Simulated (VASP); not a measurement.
A run of VASP 6.6.1 is set up as follows.

File INCAR:

```
PREC = Accurate ; ENCUT = 520
EDIFF = 1E-6 ; ISMEAR = -1
SIGMA = 0.1 ; LREAL = False
LASPH = True ; NELM = 150
ALGO = Normal ; ISIF = 2
LWAVE = False ; LCHARG = True
ISPIN = 2 ; MAGMOM = 1.27
LORBIT = 11 ; NUPDOWN = 1.27
LMAXMIX = 4 ; GGA = PE
LELF = True ; LVHAR = True
NBANDS = 14
```

Contents of KPOINTS:

```
regular mesh
0
Gamma
  15 15 15
```

The input POSCAR:

```
Co
1.0
    0.0000000000      1.8074000000      1.8074000000
    1.8074000000      0.0000000000      1.8074000000
    1.8074000000      1.8074000000      0.0000000000
Co
1
Direct
    0.0000000000      0.0000000000      0.0000000000
```

Potentials or basis: VASP PAW PBE potentials, release 64 (Co).

The run is started by

```bash
$ cat potpaw_PBE.64/Co/POTCAR > POTCAR
$ mpirun -np 1 vasp_std > vasp.out
```

Q: Predict the pressure.

A: -18.6 GPa.

Caveat: the total moment is fixed, so each spin has its own Fermi level.
